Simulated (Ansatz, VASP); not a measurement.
# Cr: VASP beside Ansatz

File INCAR:

```
SYSTEM = Cr
  ALGO = Normal
  EDIFF = 1E-6
  ENCUT = 600
  GGA = PE
  GGA_COMPAT = .FALSE.
  ISIF = 2
  ISMEAR = -1
  ISPIN = 2
  LASPH = .TRUE.
  LCHARG = .FALSE.
  LMAXMIX = 4
  LORBIT = 11
  LREAL = .FALSE.
  LWAVE = .FALSE.
  MAGMOM = 1.5
  NBANDS = 17
  NELM = 200
  NUPDOWN = 1.5
  PREC = Accurate
  SIGMA = 0.05
```

KPOINTS

```
k-points
0
G
  10 10 10
  0 0 0
```

File POSCAR:

```
Cr
1.0
   -1.4844496776      1.4844496776      1.4844496776
    1.4844496776     -1.4844496776      1.4844496776
    1.4844496776      1.4844496776     -1.4844496776
Cr
1
Direct
    0.0000000000      0.0000000000      0.0000000000
```

Contents of input.yaml:

```yaml
crystal:
  lattice:
    - [-1.4844496776, 1.4844496776, 1.4844496776]
    - [1.4844496776, -1.4844496776, 1.4844496776]
    - [1.4844496776, 1.4844496776, -1.4844496776]
  atoms:
    - { symbol: Cr, position: [0.0, 0.0, 0.0], spin: 1.5 }
hamiltonian:
  xc: pbe
  pseudopotentials: { kind: paw }
magnetization:
  spin_polarized: true
  initial_magnetization: 1.5
  spin_locking: { lock_magnetization: hard }
kpoints:
  mp_grid: { grid: [10, 10, 10] }
scf:
  occupations: { method: fermi_dirac, width: 0.05 }
  lower_state_search: "off"
output:
  forces: true
  stress: true
  eigenvalues: true
```

Alike in both runs: task single point; functional PBE; k mesh 10 × 10 × 10; occupations fermi-dirac, width 0.05 eV; collinear spin; fixed moment 1.5 μB.

|  | VASP | Ansatz |
| --- | --- | --- |
| version | VASP 6.6.1 | Ansatz 0.2.0 |
| potentials or method | VASP PAW PBE potentials, release 64 (Cr_sv) | Ansatz PAW |
| plane-wave cutoff (eV) | 600 | 420 |
| valence electrons in the cell | 14 | 14 |

|  | VASP | Ansatz | Ansatz less VASP |
| --- | --- | --- | --- |
| pressure (GPa) | -11.4 | -8.9 | +2.47 |
| net moment per atom (μB) | 1.50 | 1.50 | 0.000 |
| size of the moment on the site where the two differ most (μB) | 1.26 | 1.35 | +0.088 |

Site moments also hang on the region over which each program counts them.
